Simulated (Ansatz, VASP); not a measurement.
## SnTe in VASP and in Ansatz

```xyz
2
Lattice="0.0000 3.1717 3.1717 3.1717 0.0000 3.1717 3.1717 3.1717 0.0000" Properties=species:S:1:pos:R:3 pbc="T T T"
Te    3.1717    3.1717    3.1717
Sn    0.0000    0.0000    0.0000
```

Alike in both runs: task single point; functional HSE06; k mesh 4 × 4 × 4; occupations fermi-dirac, width 0.05 eV; no spin polarisation.

|  | VASP | Ansatz |
| --- | --- | --- |
| version | VASP 6.6.1 | Ansatz 0.2.0 |
| potentials or method | VASP PAW PBE potentials, release 64 (Te, Sn_d) | Ansatz PAW |
| plane-wave cutoff (eV) | 520 | 420 |
| valence electrons in the cell | 20 | 30 |

```csv
,VASP,Ansatz,Ansatz less VASP
pressure (GPa),0.0,0.3,+0.33
```

With one functional, cell and mesh, what is left measures potentials, basis and numerics. VASP's potentials hold 20 valence electrons a cell and Ansatz's 30, so a difference there can come from the potentials and not from the codes.

The k mesh is coarse, so the values compare programs but aren't converged. Spin-orbit coupling is off throughout.
